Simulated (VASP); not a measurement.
Set up this calculation in VASP 6.6.1, as the native input.

- Task: single point
- Functional: PBEsol
- Potentials or basis: VASP PAW PBE potentials, release 64 (Al, N)
- Cutoff: 520 eV
- k mesh: 9 × 9 × 6
- Occupations: gaussian, width 0.05 eV
- Spin: no spin polarisation
- Dipole correction: no
- Further INCAR settings: ALGO = Normal; EDIFF = 1e-07; NBANDS = 16

The structure of AlN lies in POSCAR:

```
AlN
1.0
    3.1576671839      0.0000000000      0.0000000000
   -1.5788335919      2.7346199979      0.0000000000
    0.0000000000      0.0000000000      4.8286600000
Al N
2 2
Direct
    0.3333333333      0.6666666667      0.0000000000
    0.6666666667      0.3333333333      0.5000000000
    0.3333333333      0.6666666667      0.3850000000
    0.6666666667      0.3333333333      0.8850000000
```

This cell differs from its parent crystal: strain +0.015 along x and y, -0.030 along z.

One way to write it, as run:

INCAR

```
SYSTEM = AlN
ALGO = Normal
EDIFF = 1E-7
ENCUT = 520
GGA = PS
ISIF = 2
ISMEAR = 0
LASPH = .TRUE.
LCHARG = .TRUE.
LELF = .TRUE.
LREAL = .FALSE.
LVHAR = .TRUE.
LWAVE = .FALSE.
NBANDS = 16
NELM = 80
PREC = Accurate
SIGMA = 0.05
```

KPOINTS

```
k-points
0
G
  9 9 6
  0 0 0
```

Potentials or basis: VASP PAW PBE potentials, release 64 (Al, N).

Run with:

```bash
$ cat potpaw_PBE.64/Al/POTCAR potpaw_PBE.64/N/POTCAR > POTCAR
$ mpirun -np 1 vasp_std > vasp.out
```

Results of the run:

* Pressure: 0.5 GPa
* Largest force: 0.444 eV/Å
* Band gap on the k mesh: 3.97 eV, direct

Caveat: the cell differs from its parent crystal (strain +0.015 along x and y, -0.030 along z); the PAW data sets were made with another functional, which shifts forces and pressure a little.

It used 34 s of CPU time on 1 thread of AMD EPYC 7R13 Processor (Zen 3), with other jobs on the host.
